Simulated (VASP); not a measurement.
Write the native input for VASP 6.6.1 that does the following.

* Task: single point
* Functional: PBE
* Potentials or basis: VASP PAW PBE potentials, release 64 (As)
* Cutoff: 520 eV
* k mesh: 6 × 6 × 4
* Occupations: gaussian, width 0.1 eV
* Spin: no spin polarisation
* Dipole correction: no
* Further INCAR settings: ALGO = Normal; EDIFF = 1e-06; NBANDS = 14

The structure of As lies in POSCAR:

```
As
1.0
    4.5007288406      0.0000000000      0.0000000000
   -2.2503644203      3.8977455115      0.0000000000
    0.0000000000      0.0000000000      5.0158061585
As
3
Direct
    0.2185979062      0.0000000000      0.3333333333
    0.0000000000      0.2185979062      0.6666666667
    0.7814020938      0.7814020938      0.0000000000
```

One way to write it, as run:

INCAR

```
SYSTEM = As
ALGO = Normal ; EDIFF = 1E-6
ENCUT = 520 ; GGA = PE
ISIF = 2 ; ISMEAR = 0
LASPH = .TRUE. ; LCHARG = .TRUE.
LELF = .TRUE. ; LREAL = .FALSE.
LVHAR = .TRUE. ; LWAVE = .FALSE.
NBANDS = 14 ; NELM = 80
PREC = Accurate ; SIGMA = 0.1
```

KPOINTS

```
k-points
0
G
  6 6 4
  0 0 0
```

Potentials or basis: VASP PAW PBE potentials, release 64 (As).

Run with:

```sh
$ cat potpaw_PBE.64/As/POTCAR > POTCAR
$ mpirun -np 1 vasp_std > vasp.out
```

It gave:

| Quantity | Value |
| --- | --- |
| Pressure | -0.9 GPa |
| Largest force | 0.551 eV/Å |

Wall time 30 s on 1 thread of AMD EPYC 7R43 64-Core Processor (Zen 3), with other jobs on the host, peak memory 0.18 GiB.
